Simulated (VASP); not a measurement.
Write the native input for VASP 6.6.1 that does the following.

```yaml
Task: single point
Functional: LDA
Potentials_or_basis: VASP PAW LDA potentials, release 64 (Al, N)
Cutoff: 520 eV
k_mesh: 9 × 9 × 6
Occupations: gaussian, width 0.02 eV
Spin: no spin polarisation
Dipole_correction: no
Further_INCAR_settings: ALGO = Normal; EDIFF = 1e-06; NBANDS = 16
```

The structure of AlN lies in POSCAR:

```
AlN
1.0
    3.0592956146      0.0000000000      0.0000000000
   -1.5296478073      2.6494277199      0.0000000000
    0.0000000000      0.0000000000      4.9711789546
Al N
2 2
Direct
    0.6666666667      0.3333333333      0.5004023236
    0.3333333333      0.6666666667      1.0004023236
    0.6666666667      0.3333333333      0.8795976764
    0.3333333333      0.6666666667      0.3795976764
```

One way to write it, as run:

INCAR

```
SYSTEM = AlN
PREC = Accurate
ENCUT = 520
EDIFF = 1E-6
ISMEAR = 0
SIGMA = 0.02
LREAL = .False.
LASPH = .True.
NELM = 100
ALGO = Normal
ISIF = 2
LWAVE = .False.
LCHARG = .True.
LELF = .True.
LVHAR = .True.
NBANDS = 16
```

KPOINTS

```
Automatic mesh
0
Gamma
  9 9 6
  0 0 0
```

Potentials or basis: VASP PAW LDA potentials, release 64 (Al, N).

Command:

```console
$ cat potpaw_LDA.64/Al/POTCAR potpaw_LDA.64/N/POTCAR > POTCAR
$ mpirun -np 1 vasp_std > vasp.out
```

Results of the run:

* Pressure: 3.8 GPa
* Largest force: 0.006 eV/Å
* Band gap on the k mesh: 4.62 eV

Caveat: the cell stands under pressure.

It took 24 s on 1 thread of Intel Xeon 8259CL, with other jobs on the host, peak memory 0.15 GiB.
